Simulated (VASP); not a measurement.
Input of a VASP 6.6.1 run:

File INCAR:

```
SYSTEM = MgO
PREC = Accurate
ENCUT = 520
EDIFF = 1E-8
ISMEAR = 0
SIGMA = 0.05
LREAL = .False.
LASPH = .True.
NELM = 100
ALGO = Normal
ISIF = 2
LWAVE = .False.
LCHARG = .False.
GGA = PE
NBANDS = 16
IBRION = 8
NSW = 1
```

Contents of KPOINTS:

```
Automatic mesh
0
Gamma
  8 8 6
  0 0 0
```

POSCAR

```
MgO
1.0
    0.0000000000     -2.1351500000     -2.1351500000
    0.0000000000      2.1351500000     -2.1351500000
    4.2703000000      0.0000000000      0.0000000000
Mg O
2 2
Direct
    0.5000000000      0.5000000000      0.5000000000
    0.0000000000      0.0000000000      0.0000000000
    0.5000000000      0.5000000000      0.0000000000
    0.0000000000      0.0000000000      0.5000000000
```

Potentials or basis: VASP PAW PBE potentials, release 64 (Mg, O).

Run with:

```sh
$ cat potpaw_PBE.64/Mg/POTCAR potpaw_PBE.64/O/POTCAR > POTCAR
$ mpirun -np 1 vasp_std > vasp.out
```

Predict the highest phonon frequency at Γ, LO-TO splitting left out.

522 cm⁻¹.

Phonon frequencies in cm⁻¹ (negative: imaginary):
```
              q point                                 frequencies
(0.000, 0.000, 0.000)  -1 0 0 278 278 356 357 357 393 412 412 522
```

Caveat: the cell stands under pressure or tension, which shifts response properties.
